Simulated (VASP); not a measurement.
Write the native input for VASP 6.6.1 that does the following.

```
Task                   : single point
Functional             : r2SCAN
Potentials or basis    : VASP PAW PBE potentials, release 64 (Al, Ru_pv)
Cutoff                 : 520 eV
k mesh                 : 12 × 12 × 4
Occupations            : gaussian, width 0.1 eV
Spin                   : no spin polarisation
Dipole correction      : no
Further INCAR settings : ALGO = Normal; EDIFF = 1e-07; NBANDS = 29
```

The system is Al2Ru.

```
Al Ru
1.0
     3.18426    0.00000    0.00000
     0.00000    3.18426    0.00000
     0.00000    0.00000    8.34364
Al Ru
4 2
Cartesian
  1.5921 1.5921 1.3331
  0.0000 0.0000 2.8387
  0.0000 0.0000 5.5049
  1.5921 1.5921 7.0105
  0.0000 0.0000 0.0000
  1.5921 1.5921 4.1718
```

This cell differs from its parent crystal: biaxial strain in the a-b plane: +2.0 %.

These files were run (other wordings do the same):

POSCAR

```
Al2Ru
1.0
    3.1842569199      0.0000000000      0.0000000000
    0.0000000000      3.1842569199      0.0000000000
    0.0000000000      0.0000000000      8.3436436056
Al Ru
4 2
Direct
    0.5000000000      0.5000000000      0.1597750749
    0.0000000000      0.0000000000      0.3402249251
    0.0000000000      0.0000000000      0.6597750749
    0.5000000000      0.5000000000      0.8402249251
    0.0000000000      0.0000000000      0.0000000000
    0.5000000000      0.5000000000      0.5000000000
```

INCAR.step1

```
SYSTEM = Al2Ru
  PREC = Accurate
  ENCUT = 520
  ISMEAR = 0
  SIGMA = 0.1
  LREAL = .FALSE.
  LASPH = .TRUE.
  NELM = 100
  NBANDS = 29
  GGA = PE
  ALGO = Normal
  EDIFF = 1E-4
  LWAVE = .TRUE.
  LCHARG = .FALSE.
```

INCAR.step2

```
SYSTEM = Al2Ru
  PREC = Accurate
  ENCUT = 520
  EDIFF = 1E-7
  ISMEAR = 0
  SIGMA = 0.1
  LREAL = .FALSE.
  LASPH = .TRUE.
  NELM = 100
  ALGO = Normal
  ISIF = 2
  LWAVE = .FALSE.
  LCHARG = .FALSE.
  METAGGA = R2SCAN
  LMIXTAU = .TRUE.
  NBANDS = 29
  ISTART = 1
```

KPOINTS

```
Automatic mesh
0
G
  12 12 4
  0 0 0
```

Potentials or basis: VASP PAW PBE potentials, release 64 (Al, Ru_pv).

Launch:

```console
$ cat potpaw_PBE.64/Al/POTCAR potpaw_PBE.64/Ru_pv/POTCAR > POTCAR
$ cp INCAR.step1 INCAR
$ mpirun -np 1 vasp_std > vasp.out
$ cp INCAR.step2 INCAR
$ mpirun -np 1 vasp_std > vasp.out
```

It gave:

```json
{"Pressure": "-4.8 GPa", "Largest force": "0.099 eV/Å", "Band gap on the k mesh": "zero (bands 20 and 21 overlap by 0.12 eV)"}
```

Caveat: the cell differs from its parent crystal (biaxial strain in the a-b plane: +2.0 %); the cell stands under tension; the PAW data sets were made with another functional, which shifts forces and pressure a little.

Run time: 3.5 min on 1 thread of Intel(R) Xeon(R) 6975P-C (Granite Rapids), with other jobs on the host, peak memory 0.3 GiB.
